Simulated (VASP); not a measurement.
The system is CuI (Marshite).

```
CELL_PARAMETERS angstrom
4.28719 0.00000 0.00000
2.14359 3.71281 0.00000
2.14359 1.23760 3.50047
ATOMIC_POSITIONS crystal
Cu 0.25000 0.25000 0.25000
I 0.00000 0.00000 0.00000
```

Base run:

| Item | Value |
| --- | --- |
| Program | VASP 6.6.1 |
| Functional | BLYP |
| Potentials or basis | VASP PAW PBE potentials, release 64 (Cu, I) |
| Cutoff | 520 eV |
| k mesh | 6 × 6 × 6 |
| Occupations | fermi-dirac, width 0.02 eV |
| Spin | no spin polarisation |

Its results: band gap on the k mesh 1.22 eV, direct; pressure 3.8 GPa.

Task: The run is repeated on the same cell with these changes: functional from BLYP to LDA; potentials or basis from VASP PAW PBE potentials, release 64 (Cu, I) to VASP PAW LDA potentials, release 64 (Cu, I). What comes out?

Result: Band gap on the k mesh 1.00 eV, direct; pressure -4.2 GPa.

Caveats: spin-orbit coupling is left out, which moves the levels of the heavy elements; the PAW data sets were made with another functional, which shifts forces and pressure a little (some runs).

